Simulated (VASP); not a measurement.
# BN (km) (F-43m) in VASP: single point with PBEsol

Aim: the single point of BN (km) with PBEsol.

Program: VASP 6.6.1. These are calculated values, not measurements. Logs are shortened: lines on timing, memory, paths and dates and some standing lists are left out, and cuts for length are marked.

## Step 1: The cell of the first run

It takes space group F-43m (No. 216, cubic). The conventional cell has a = 3.605 Å, b = 3.605 Å, c = 3.605 Å, α = 90.00°, β = 90.00°, γ = 90.00°. B (site symmetry -43m) has 4 N at 1.56 Å within 2.1 Å. Within 2.1 Å of N (site symmetry -43m) lie 4 B at 1.56 Å.

## Step 2: Single point, PBEsol

Contents of INCAR:

```
SYSTEM = BN
PREC = Accurate
ENCUT = 600
EDIFF = 1E-6
ISMEAR = 0
SIGMA = 0.02
LREAL = .FALSE.
LASPH = .TRUE.
NELM = 120
ALGO = Normal
ISIF = 2
LWAVE = .FALSE.
LCHARG = .FALSE.
GGA = PS
NBANDS = 11
GGA_COMPAT = .FALSE.
```

Contents of KPOINTS:

```
regular mesh
0
G
  6 6 6
  0 0 0
```

Contents of POSCAR:

```
BN
1.0
    0.0000000000      1.8025552940      1.8025552940
    1.8025552940      0.0000000000      1.8025552940
    1.8025552940      1.8025552940      0.0000000000
B N
1 1
Direct
    0.0000000000      0.0000000000      0.0000000000
    0.2500000000      0.2500000000      0.2500000000
```

Potentials or basis: VASP PAW PBE potentials, release 64 (B, N).

Run with:

```bash
cat potpaw_PBE.64/B/POTCAR potpaw_PBE.64/N/POTCAR > POTCAR
mpirun -np 1 vasp_std > vasp.out
```

OUTCAR:

```text
SYSTEM = BN
   PREC = Accurate
   ENCUT = 600
   EDIFF = 1E-6
   ISMEAR = 0
   LREAL = .FALSE.
   LASPH = .TRUE.
   NELM = 120
   ISIF = 2
   GGA = PS

 ion  position               nearest neighbor table
   1  0.000  0.000  0.000-   2 1.56   2 1.56   2 1.56   2 1.56
   2  0.250  0.250  0.250-   1 1.56   1 1.56   1 1.56   1 1.56

  LATTYP: Found a face centered cubic cell.
 ALAT       =     3.6051105880

  Lattice vectors:

 A1 = (   0.0000000000,   1.8025552940,   1.8025552940)
 A2 = (   1.8025552940,   0.0000000000,   1.8025552940)
 A3 = (   1.8025552940,   1.8025552940,   0.0000000000)

Analysis of symmetry for initial positions (statically):
=====================================================================
 Subroutine PRICEL returns:
 Original cell was already a primitive cell.

 Routine SETGRP: Setting up the symmetry group for a
 face centered cubic supercell.

 Subroutine GETGRP returns: Found 24 space group operations
 (whereof 24 operations were pure point group operations)
 out of a pool of 48 trial point group operations.

The static configuration has the point symmetry T_d .

Analysis of symmetry for dynamics (positions and initial velocities):
=====================================================================
 Subroutine PRICEL returns:
 Original cell was already a primitive cell.

 Routine SETGRP: Setting up the symmetry group for a
 face centered cubic supercell.

 Subroutine GETGRP returns: Found 24 space group operations
 (whereof 24 operations were pure point group operations)
 out of a pool of 48 trial point group operations.

The dynamic configuration has the point symmetry T_d .

 Subroutine INISYM returns: Found 24 space group operations
 (whereof 24 operations are pure point group operations),
 and found     1 'primitive' translations

----------------------------------------------------------------------------------------

                                     Primitive cell

  volume of cell :      11.7137

  direct lattice vectors                    reciprocal lattice vectors
     0.000000000  1.802555294  1.802555294    -0.277384001  0.277384001  0.277384001
     1.802555294  0.000000000  1.802555294     0.277384001 -0.277384001  0.277384001
     1.802555294  1.802555294  0.000000000     0.277384001  0.277384001 -0.277384001

  length of vectors
     2.549198144  2.549198144  2.549198144     0.480443183  0.480443183  0.480443183

  position of ions in fractional coordinates (direct lattice)
     0.000000000  0.000000000  0.000000000
     0.250000000  0.250000000  0.250000000

  ion indices of the primitive-cell ions
   primitive index   ion index
                 1           1
                 2           2

----------------------------------------------------------------------------------------

 KPOINTS: regular mesh

Automatic generation of k-mesh.
 Grid dimensions read from file:
 generate k-points for:    6    6    6

 Generating k-lattice:

  Cartesian coordinates                     Fractional coordinates (reciprocal lattice)
    -0.046230667  0.046230667  0.046230667     0.166666667  0.000000000  0.000000000
     0.046230667 -0.046230667  0.046230667     0.000000000  0.166666667  0.000000000
     0.046230667  0.046230667 -0.046230667     0.000000000  0.000000000  0.166666667

  Length of vectors
     0.080073864  0.080073864  0.080073864

  Shift w.r.t. Gamma in fractional coordinates (k-lattice)
     0.000000000  0.000000000  0.000000000

 Subroutine IBZKPT returns following result:
 ===========================================

 Found     16 irreducible k-points:

 Following reciprocal coordinates:
            Coordinates               Weight
  0.000000  0.000000  0.000000      1.000000
  0.166667  0.000000  0.000000      8.000000
  0.333333  0.000000  0.000000      8.000000
  0.500000  0.000000  0.000000      4.000000
  0.166667  0.166667  0.000000      6.000000
  0.333333  0.166667  0.000000     24.000000
[... 8 lines left out ...]
 -0.333333  0.333333  0.166667     24.000000
 -0.333333  0.500000  0.166667     12.000000
   k-points           NKPTS =     16   k-points in BZ     NKDIM =     16   number of bands    NBANDS=     11
   number of dos      NEDOS =    301   number of ions     NIONS =      2
   total plane-waves  NPLWV =   8000
   dimension x,y,z NGX =    20 NGY =   20 NGZ =   20
   dimension x,y,z NGXF=    40 NGYF=   40 NGZF=   40
   ions per type =               1   1
   NGX,Y,Z   is equivalent  to a cutoff of  13.04, 13.04, 13.04 a.u.
   NGXF,Y,Z  is equivalent  to a cutoff of  26.09, 26.09, 26.09 a.u.
 SYSTEM =  BN
   PREC   = accura    normal or accurate (medium, high low for compatibility)
   ISTART =      0    job   : 0-new  1-cont  2-samecut
   ICHARG =      2    charge: 1-file 2-atom 10-const
   ISPIN  =      1    spin polarized calculation?
   LNONCOLLINEAR =      F non collinear calculations
   LSORBIT =      F    spin-orbit coupling
   LASPH  =      T    aspherical Exc in radial PAW
   ENCUT  =  600.0 eV  44.10 Ry    6.64 a.u.   5.09  5.09  5.09*2*pi/ulx,y,z
   NELM   =    120;   NELMIN=  2; NELMDL= -5     # of ELM steps
   EDIFF  = 0.1E-05   stopping-criterion for ELM
   LREAL  =      F    real-space projection
   EDIFFG = 0.1E-04   stopping-criterion for IOM
   NSW    =      0    number of steps for IOM
   IBRION =     -1    ionic relax: 0-MD 1-quasi-New 2-CG
   NFREE  =      0    steps in history (QN), initial steepest desc. (CG)
   ISIF   =      2    stress and relaxation
   ISYM   =      2    0-nonsym 1-usesym 2-fastsym
   POTIM  = 0.5000    time-step for ionic-motion
   TEBEG  =    0.0;   TEEND  =   0.0 temperature during run
   PSTRESS=    0.0 pullay stress
   NELECT =       8.0000    total number of electrons
   NUPDOWN=      -1.0000    fix difference up-down
   EMIN   =  10.00;   EMAX   =-10.00  energy-range for DOS
   EFERMI =   0.00;   METHOD = LEGACY
   ISMEAR =     0;   SIGMA  =   0.02  broadening in eV -4-tet -1-fermi 0-gaus
   EFERMI_NEDOS =   21; number of points for ismear=-14 and -15
   IALGO  =     38    algorithm
   IMIX   =      4    mixing-type and parameters
     AMIX     =   0.40;   BMIX     =  1.00
     AMIX_MAG =   1.60;   BMIX_MAG =  1.00
  volume/ion in A,a.u.               =       5.86        39.52
  Fermi-wavevector in a.u.,A,eV,Ry     =   1.441693  2.724405 28.279434  2.078480
  Thomas-Fermi vector in A             =   2.560297
   LORBIT       =      0    0 simple, 1 ext, 2 COOP (PROOUT), +10 PAW based schemes
   GGA     = PS    functional components
   LHFCALC =     F    Hartree Fock is set to
   AEXX    =    0.0000 exact exchange contribution
   IVDW    =     0    specifies the selected vdW correction
   LEPSILON=     F    determine dielectric tensor
   LRPA    =     F    only Hartree local field effects (RPA)
 non-spin polarized calculation
 Gauss-broadening in eV      SIGMA  =   0.02
  energy-cutoff  :      600.00
  volume of cell :       11.71
 maximum number of plane-waves:       397
   NGX = 11   NGY = 11   NGZ = 11

 number of electron       7.9999999 magnetization

 Free energy of the ion-electron system (eV)
  ---------------------------------------------------
  ext. energy  EPLUGINS =         0.00000000
  ---------------------------------------------------
  free energy    TOTEN  =       -18.34641710 eV

  energy without entropy =      -18.34641710  energy(sigma->0) =      -18.34641710

 E-fermi :   7.6177     XC(G=0): -13.0558

 val. band max:        7.4672555653   @ k =   0.0000   0.0000   0.0000
 cond. band min:      11.7500799005   @ k =   0.5000   0.5000   0.0000
 fundamental gap:      4.2828243352
 Fermi energy:         7.6176996963

 k-point     1 :       0.0000    0.0000    0.0000
  band No.  band energies     occupation
      1     -12.8812      2.00000
      2       7.4673      2.00000
      3       7.4673      2.00000
      4       7.4673      2.00000
      5      16.2649      0.00000
      6      16.2649      0.00000
      7      16.2649      0.00000
      8      17.8674      0.00000
      9      32.1290      0.00000
     10      35.2536      0.00000
     11      35.2536      0.00000

 k-point     2 :       0.1667    0.0000    0.0000
  band No.  band energies     occupation
      1     -12.2031      2.00000
      2       4.4169      2.00000
      3       6.8366      2.00000
      4       6.8366      2.00000
      5      16.8083      0.00000
      6      17.1867      0.00000
      7      17.1867      0.00000
      8      19.7548      0.00000
      9      31.2617      0.00000
     10      31.3642      0.00000
     11      31.3642      0.00000

 k-point     3 :       0.3333    0.0000    0.0000
  band No.  band energies     occupation
      1     -10.3097      2.00000
      2      -0.5023      2.00000
      3       5.8846      2.00000
      4       5.8846      2.00000
      5      17.4112      0.00000
      6      18.0950      0.00000
      7      18.0950      0.00000
      8      21.9659      0.00000
      9      30.5166      0.00000
     10      31.7806      0.00000
     11      31.7806      0.00000

 k-point     4 :       0.5000    0.0000    0.0000
  band No.  band energies     occupation
      1      -8.5726      2.00000
      2      -3.3897      2.00000
      3       5.5018      2.00000
      4       5.5018      2.00000
      5      17.6655      0.00000
      6      18.1310      0.00000
      7      18.1310      0.00000
      8      22.6256      0.00000
      9      30.7678      0.00000
     10      34.3164      0.00000
     11      34.3332      0.00000
[... 127 lines left out ...]
 k-point    14 :       0.5000    0.3333    0.1667
  band No.  band energies     occupation
      1      -8.7929      2.00000
      2      -0.0605      2.00000
      3       1.9462      2.00000
      4       3.8650      2.00000
      5      16.1490      0.00000
      6      19.2726      0.00000
      7      20.6960      0.00000
      8      23.0817      0.00000
      9      27.0524      0.00000
     10      33.0927      0.00000
     11      35.6634      0.00000

 k-point    15 :      -0.3333    0.3333    0.1667
  band No.  band energies     occupation
      1      -7.4079      2.00000
      2      -1.6276      2.00000
      3       1.3310      2.00000
      4       2.8850      2.00000
      5      16.8302      0.00000
      6      19.2682      0.00000
      7      22.5149      0.00000
      8      23.9169      0.00000
      9      25.4304      0.00000
     10      33.2120      0.00000
     11      35.5108      0.00000

 k-point    16 :      -0.3333    0.5000    0.1667
  band No.  band energies     occupation
      1      -6.9417      2.00000
      2      -0.8147      2.00000
      3       1.1717      2.00000
      4       1.1887      2.00000
      5      15.1120      0.00000
      6      19.4274      0.00000
      7      22.5954      0.00000
      8      24.3160      0.00000
      9      27.0168      0.00000
     10      33.4038      0.00000
     11      37.5825      0.00000

------------------------ aborting loop because EDIFF is reached ----------------------------------------

  FORCE on cell =-STRESS in cart. coord.  units (eV):
  Direction    XX          YY          ZZ          XY          YZ          ZX
  --------------------------------------------------------------------------------------
  -------------------------------------------------------------------------------------
  Total        0.0406647      0.0406647      0.0406647      0.0000000     -0.0000000      0.0000000
  in kB        5.5620191      5.5620191      5.5620191      0.0000000     -0.0000000      0.0000000
  external PRESSURE =       5.5620191 kB  Pullay stress =       0.0000000 kB

 VOLUME and BASIS-vectors are now :
 -----------------------------------------------------------------------------
  energy-cutoff  :      600.00
  volume of cell :       11.71
      direct lattice vectors                 reciprocal lattice vectors
     0.000000000  1.802555294  1.802555294    -0.277384001  0.277384001  0.277384001
     1.802555294  0.000000000  1.802555294     0.277384001 -0.277384001  0.277384001
     1.802555294  1.802555294  0.000000000     0.277384001  0.277384001 -0.277384001

 POSITION                                       TOTAL-FORCE (eV/Angst)
 -----------------------------------------------------------------------------------
      0.00000      0.00000      0.00000        -0.000000     -0.000000     -0.000000
      0.90128      0.90128      0.90128         0.000000      0.000000      0.000000
 -----------------------------------------------------------------------------------
    total drift:                                0.000000      0.000000      0.000000

  FREE ENERGIE OF THE ION-ELECTRON SYSTEM (eV)
  ---------------------------------------------------
  free  energy   TOTEN  =       -18.3464171050 eV

  energy  without entropy=      -18.3464171050  energy(sigma->0) =      -18.34641710
```

Wall time 2.6 s (1 thread of Intel Xeon Platinum 8375C at 2.90GHz (Ice Lake), shared host); peak memory 0.12 GiB.

What came out:

* Free energy: -18.3464 eV
* Pressure: 0.6 GPa
* Band gap on the k mesh: 4.28 eV, indirect (least direct gap 8.80 eV)

Caveat: the k points lie up to 0.50 Å⁻¹ apart; the PAW data sets were made with another functional, which shifts forces and pressure a little. Expect the measured gap to be larger: semilocal functionals such as PBEsol lack the derivative discontinuity.
